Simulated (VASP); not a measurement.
# Ca3Y3Au (Pm-3m) in VASP: a series of runs, part 2 of 2

VASP 6.6.1. Earlier steps stand in the parts before.

### 3 Relaxation of cell and atoms, PBE

This run uses another cell than the first one, of 35.27 Å³/atom, 0.984 times its volume.

INCAR reads:

```
PREC     = Accurate       # precision mode
ENCUT    = 600            # plane-wave cutoff, eV
EDIFF    = 1E-7           # SCF threshold, eV
ISMEAR   = 0              # smearing method
SIGMA    = 0.1            # smearing width, eV
LREAL    = False          # projectors in reciprocal space
LASPH    = True           # aspherical terms in the spheres
NELM     = 100            # most SCF steps
ALGO     = Normal         # electronic algorithm
ISIF     = 3              # what is computed and relaxed
LWAVE    = False          # write WAVECAR
LCHARG   = False          # write CHGCAR
GGA      = PE             # functional
IBRION   = 2              # ionic algorithm
NSW      = 100            # ionic steps
EDIFFG   = -0.01          # ionic threshold
```

KPOINTS reads:

```
Automatic mesh
0
Gamma
  6 6 6
```

POSCAR reads:

```
Ca3Y3Au
1.0
    6.2733229479      0.0000000000      0.0000000000
    0.0000000000      6.2733229479      0.0000000000
    0.0000000000      0.0000000000      6.2733229479
Ca Y Au
3 3 1
Direct
    0.0000000000      0.5000000000      0.0000000000
    0.5000000000      0.0000000000      0.0000000000
    0.0000000000      0.0000000000      0.5000000000
    0.0000000000      0.5000000000      0.5000000000
    0.5000000000      0.5000000000      0.0000000000
    0.5000000000      0.0000000000      0.5000000000
    0.5000000000      0.5000000000      0.5000000000
```

Potentials or basis: VASP PAW PBE potentials, release 64 (Ca_sv, Y_sv, Au).

Started as:

```sh
$ cat potpaw_PBE.64/Ca_sv/POTCAR potpaw_PBE.64/Y_sv/POTCAR potpaw_PBE.64/Au/POTCAR > POTCAR
$ mpirun -np 1 vasp_std > vasp.out
```

OUTCAR:

```text
PREC = Accurate
   ENCUT = 600
   EDIFF = 1E-7
   ISMEAR = 0
   LREAL = False
   LASPH = True
   NELM = 100
   ISIF = 3
   GGA = PE
   IBRION = 2
   NSW = 100
   EDIFFG = -0.01

 ion  position               nearest neighbor table
   1  0.000  0.500  0.000-   4 3.14   5 3.14   4 3.14   5 3.14
   2  0.500  0.000  0.000-   5 3.14   6 3.14   6 3.14   5 3.14
   3  0.000  0.000  0.500-   4 3.14   6 3.14   4 3.14   6 3.14
   4  0.000  0.500  0.500-   1 3.14   3 3.14   7 3.14   1 3.14   3 3.14   7 3.14
   5  0.500  0.500  0.000-   1 3.14   2 3.14   7 3.14   7 3.14   2 3.14   1 3.14
   6  0.500  0.000  0.500-   2 3.14   3 3.14   7 3.14   2 3.14   7 3.14   3 3.14
   7  0.500  0.500  0.500-   4 3.14   5 3.14   6 3.14   5 3.14   6 3.14   4 3.14

  LATTYP: Found a simple cubic cell.
 ALAT       =     6.2733229479

  Lattice vectors:

 A1 = (   6.2733229479,   0.0000000000,   0.0000000000)
 A2 = (   0.0000000000,   6.2733229479,   0.0000000000)
 A3 = (   0.0000000000,   0.0000000000,   6.2733229479)

Analysis of symmetry for initial positions (statically):
=====================================================================
 Subroutine PRICEL returns:
 Original cell was already a primitive cell.

 Routine SETGRP: Setting up the symmetry group for a
 simple cubic supercell.

 Subroutine GETGRP returns: Found 48 space group operations
 (whereof 48 operations were pure point group operations)
 out of a pool of 48 trial point group operations.

The static configuration has the point symmetry O_h .

Analysis of symmetry for dynamics (positions and initial velocities):
=====================================================================
 Subroutine PRICEL returns:
 Original cell was already a primitive cell.

 Routine SETGRP: Setting up the symmetry group for a
 simple cubic supercell.

 Subroutine GETGRP returns: Found 48 space group operations
 (whereof 48 operations were pure point group operations)
 out of a pool of 48 trial point group operations.

The dynamic configuration has the point symmetry O_h .

 Subroutine INISYM returns: Found 48 space group operations
 (whereof 48 operations are pure point group operations),
 and found     1 'primitive' translations

----------------------------------------------------------------------------------------

                                     Primitive cell

  volume of cell :     246.8840

  direct lattice vectors                    reciprocal lattice vectors
     6.273322948  0.000000000  0.000000000     0.159405152  0.000000000  0.000000000
     0.000000000  6.273322948  0.000000000     0.000000000  0.159405152  0.000000000
     0.000000000  0.000000000  6.273322948     0.000000000  0.000000000  0.159405152

  length of vectors
     6.273322948  6.273322948  6.273322948     0.159405152  0.159405152  0.159405152

  position of ions in fractional coordinates (direct lattice)
     0.000000000  0.500000000  0.000000000
     0.500000000  0.000000000  0.000000000
     0.000000000  0.000000000  0.500000000
     0.000000000  0.500000000  0.500000000
     0.500000000  0.500000000  0.000000000
     0.500000000  0.000000000  0.500000000
     0.500000000  0.500000000  0.500000000

  ion indices of the primitive-cell ions
   primitive index   ion index
                 1           1
                 2           2
                 3           3
                 4           4
                 5           5
                 6           6
                 7           7

----------------------------------------------------------------------------------------

 KPOINTS: Automatic mesh

Automatic generation of k-mesh.
 Grid dimensions read from file:
 generate k-points for:    6    6    6

 Generating k-lattice:

  Cartesian coordinates                     Fractional coordinates (reciprocal lattice)
     0.026567525  0.000000000  0.000000000     0.166666667  0.000000000  0.000000000
     0.000000000  0.026567525  0.000000000     0.000000000  0.166666667  0.000000000
     0.000000000  0.000000000  0.026567525     0.000000000  0.000000000  0.166666667

  Length of vectors
     0.026567525  0.026567525  0.026567525

  Shift w.r.t. Gamma in fractional coordinates (k-lattice)
     0.000000000  0.000000000  0.000000000

 Subroutine IBZKPT returns following result:
 ===========================================

 Found     20 irreducible k-points:

 Following reciprocal coordinates:
            Coordinates               Weight
  0.000000  0.000000  0.000000      1.000000
  0.166667  0.000000  0.000000      6.000000
  0.333333  0.000000  0.000000      6.000000
  0.500000  0.000000  0.000000      3.000000
  0.166667  0.166667  0.000000     12.000000
  0.333333  0.166667  0.000000     24.000000
[... 12 lines left out ...]
  0.500000  0.500000  0.333333      6.000000
  0.500000  0.500000  0.500000      1.000000
   k-points           NKPTS =     20   k-points in BZ     NKDIM =     20   number of bands    NBANDS=     44
   number of dos      NEDOS =    301   number of ions     NIONS =      7
   total plane-waves  NPLWV = 125000
   dimension x,y,z NGX =    50 NGY =   50 NGZ =   50
   dimension x,y,z NGXF=   100 NGYF=  100 NGZF=  100
   ions per type =               3   3   1
   NGX,Y,Z   is equivalent  to a cutoff of  13.25, 13.25, 13.25 a.u.
   NGXF,Y,Z  is equivalent  to a cutoff of  26.50, 26.50, 26.50 a.u.
 SYSTEM =  unknown system
   PREC   = accura    normal or accurate (medium, high low for compatibility)
   ISTART =      0    job   : 0-new  1-cont  2-samecut
   ICHARG =      2    charge: 1-file 2-atom 10-const
   ISPIN  =      1    spin polarized calculation?
   LNONCOLLINEAR =      F non collinear calculations
   LSORBIT =      F    spin-orbit coupling
   LASPH  =      T    aspherical Exc in radial PAW
   ENCUT  =  600.0 eV  44.10 Ry    6.64 a.u.  12.53 12.53 12.53*2*pi/ulx,y,z
   NELM   =    100;   NELMIN=  2; NELMDL= -5     # of ELM steps
   EDIFF  = 0.1E-06   stopping-criterion for ELM
   LREAL  =      F    real-space projection
   EDIFFG = -.1E-01   stopping-criterion for IOM
   NSW    =    100    number of steps for IOM
   IBRION =      2    ionic relax: 0-MD 1-quasi-New 2-CG
   NFREE  =      1    steps in history (QN), initial steepest desc. (CG)
   ISIF   =      3    stress and relaxation
   ISYM   =      2    0-nonsym 1-usesym 2-fastsym
   POTIM  = 0.5000    time-step for ionic-motion
   TEBEG  =    0.0;   TEEND  =   0.0 temperature during run
   PSTRESS=    0.0 pullay stress
   NELECT =      74.0000    total number of electrons
   NUPDOWN=      -1.0000    fix difference up-down
   EMIN   =  10.00;   EMAX   =-10.00  energy-range for DOS
   EFERMI =   0.00;   METHOD = LEGACY
   ISMEAR =     0;   SIGMA  =   0.10  broadening in eV -4-tet -1-fermi 0-gaus
   EFERMI_NEDOS =   21; number of points for ismear=-14 and -15
   IALGO  =     38    algorithm
   IMIX   =      4    mixing-type and parameters
     AMIX     =   0.40;   BMIX     =  1.00
     AMIX_MAG =   1.60;   BMIX_MAG =  1.00
  volume/ion in A,a.u.               =      35.27       238.01
  Fermi-wavevector in a.u.,A,eV,Ry     =   1.095606  2.070395 16.331789  1.200353
  Thomas-Fermi vector in A             =   2.231933
   LORBIT       =      0    0 simple, 1 ext, 2 COOP (PROOUT), +10 PAW based schemes
   GGA     = PE    functional components
   LHFCALC =     F    Hartree Fock is set to
   AEXX    =    0.0000 exact exchange contribution
   IVDW    =     0    specifies the selected vdW correction
   LEPSILON=     F    determine dielectric tensor
   LRPA    =     F    only Hartree local field effects (RPA)
 conjugate gradient relaxation of ions
 non-spin polarized calculation
 Gauss-broadening in eV      SIGMA  =   0.10
  energy-cutoff  :      600.00
  volume of cell :      246.88
 maximum number of plane-waves:      8262
   NGX = 25   NGY = 25   NGZ = 25

--------------------------------------- Ionic step        1  -------------------------------------------

 number of electron      73.9999999 magnetization

 Free energy of the ion-electron system (eV)
  ---------------------------------------------------
  ext. energy  EPLUGINS =         0.00000000
  ---------------------------------------------------
  free energy    TOTEN  =       -24.45181450 eV

  energy without entropy =      -24.39990156  energy(sigma->0) =      -24.42585803

------------------------ aborting loop because EDIFF is reached ----------------------------------------

  FORCE on cell =-STRESS in cart. coord.  units (eV):
  Direction    XX          YY          ZZ          XY          YZ          ZX
  --------------------------------------------------------------------------------------
  -------------------------------------------------------------------------------------
  Total        0.5756922      0.5756922      0.5756922      0.0000000      0.0000000     -0.0000000
  in kB        3.7360099      3.7360099      3.7360099      0.0000000      0.0000000     -0.0000000
  external PRESSURE =       3.7360099 kB  Pullay stress =       0.0000000 kB
[... 67 lines left out ...]
  energy  without entropy=      -24.4031710015  energy(sigma->0) =      -24.42968872

--------------------------------------- Ionic step        3  -------------------------------------------

 number of electron      73.9999999 magnetization

 Free energy of the ion-electron system (eV)
  ---------------------------------------------------
  ext. energy  EPLUGINS =         0.00000000
  ---------------------------------------------------
  free energy    TOTEN  =       -24.45659927 eV

  energy without entropy =      -24.40312165  energy(sigma->0) =      -24.42986046

 E-fermi :   2.5143     XC(G=0):  -8.5843

 val. band max:        2.5127266762   @ k =   0.5000   0.3333   0.0000
 cond. band min:       2.5166869147   @ k =   0.5000   0.0000   0.0000
 fundamental gap:      0.0039602385
 Fermi energy:         2.5142985787

 k-point     1 :       0.0000    0.0000    0.0000
  band No.  band energies     occupation
      1     -40.7978      2.00000
      2     -40.7924      2.00000
      3     -40.7924      2.00000
      4     -39.0577      2.00000
      5     -39.0577      2.00000
      6     -39.0570      2.00000
[... 963 lines left out ...]
  FREE ENERGIE OF THE ION-ELECTRON SYSTEM (eV)
  ---------------------------------------------------
  free  energy   TOTEN  =       -24.4565992701 eV

  energy  without entropy=      -24.4031216534  energy(sigma->0) =      -24.42986046

 reached required accuracy - stopping structural energy minimisation
```

It took 6.5 min on 1 thread of Intel Xeon 6975P-C (Granite Rapids), shared host; peak memory 0.55 GiB.

What came out:

```
Free energy                            : -24.4566 eV
Relaxed volume                         : 35.86 Å³/atom
Relaxed cell                           : a = 6.308 Å, b = 6.308 Å, c = 6.308 Å, α = 90.00°, β = 90.00°, γ = 90.00°
Space group after relaxing (to 0.05 Å) : Pm-3m (No. 221)
Energy gained by relaxing              : 0.7 meV/atom
Ionic steps                            : 3
Pressure after relaxing                : 0.0 GPa
Band gap on the k mesh                 : zero (band 37 reaches 2.59 eV, above the bottom of band 38 at 2.34 eV)
```

Step by step:
```
step  energy change (eV)  largest force (eV/Å)  pressure (GPa)  volume (Å³)
   1              0.0000                0.0000            0.37       246.88
   2             -0.0044                0.0000            0.10       249.83
   3             -0.0048                0.0000            0.00       251.00
```

Final structure:
```
CELL_PARAMETERS angstrom
6.30799 0.00000 0.00000
0.00000 6.30799 0.00000
0.00000 0.00000 6.30799
ATOMIC_POSITIONS crystal
Ca 0.00000 0.50000 0.00000
Ca 0.50000 0.00000 0.00000
Ca 0.00000 0.00000 0.50000
Y 0.00000 0.50000 0.50000
Y 0.50000 0.50000 0.00000
Y 0.50000 0.00000 0.50000
Au 0.50000 0.50000 0.50000
```

Caveat: spin-orbit coupling is left out, which moves the levels of the heavy elements.

### 4 Single point, PBE

This run uses another cell than the first one, of 35.27 Å³/atom, 0.984 times its volume.

INCAR reads:

```
SYSTEM = Ca3Y3Au
PREC = Accurate
ENCUT = 520
EDIFF = 1E-7
ISMEAR = 0
SIGMA = 0.1
LREAL = .False.
LASPH = .True.
NELM = 100
ALGO = Normal
ISIF = 2
LWAVE = .False.
LCHARG = .True.
GGA = PE
LELF = .True.
LVHAR = .True.
NBANDS = 46
```

KPOINTS reads:

```
Automatic mesh
0
Gamma
  4 4 4
  0 0 0
```

POSCAR is that of step 3.

Started as:

```sh
$ cat potpaw_PBE.64/Ca_sv/POTCAR potpaw_PBE.64/Y_sv/POTCAR potpaw_PBE.64/Au/POTCAR > POTCAR
$ mpirun -np 1 vasp_std > vasp.out
```

It took 63 s on 1 thread of Intel Xeon 6975P-C (Granite Rapids), shared host; peak memory 0.39 GiB.

It converged, with:

```
Free energy            : -24.4558 eV
Pressure               : 0.3 GPa
Band gap on the k mesh : zero (band 37 reaches 2.65 eV, above the bottom of band 38 at 2.44 eV)
```

Levels at points of the mesh, in eV from the Fermi level:
```tsv
k point	band 33	band 34	band 35	band 36	band 37	band 38	band 39	band 40	band 41	band 42
(0.00, 0.00, 0.00)	-1.09	-0.45	-0.45	-0.45	0.07	0.07	0.07	0.13	0.13	0.46
(0.50, 0.00, 0.00)	-0.58	-0.58	-0.31	-0.19	-0.19	-0.14	0.03	0.12	0.47	0.61
(0.50, 0.50, 0.00)	-1.19	-0.86	-0.52	0.04	0.04	0.22	0.86	0.86	1.07	1.07
(0.50, 0.50, 0.50)	-1.75	-1.08	-0.56	-0.56	-0.56	0.90	0.90	0.90	1.10	1.10
```

Caveat: spin-orbit coupling is left out, which moves the levels of the heavy elements.

### 5 The runs side by side

```tsv
task	cell	k mesh	cutoff (eV)	gap on the mesh (eV)	pressure (GPa)
single point	a = 6.307 Å, 7 atoms	6 × 6 × 6	520	none	0.0
relaxation of cell and atoms	relaxed from a = 6.273 Å, 7 atoms	6 × 6 × 6	600	none	0.0
single point	a = 6.273 Å, 7 atoms	4 × 4 × 4	520	none	0.3
```

Alike in all rows: level PBE; potentials or basis VASP PAW PBE potentials, release 64 (Ca_sv, Y_sv, Au); no spin polarisation; smearing gaussian 0.1 eV.

Caveats: spin-orbit coupling is left out, which moves the levels of the heavy elements.

Absolute energies hang on the potentials; compare differences alone.
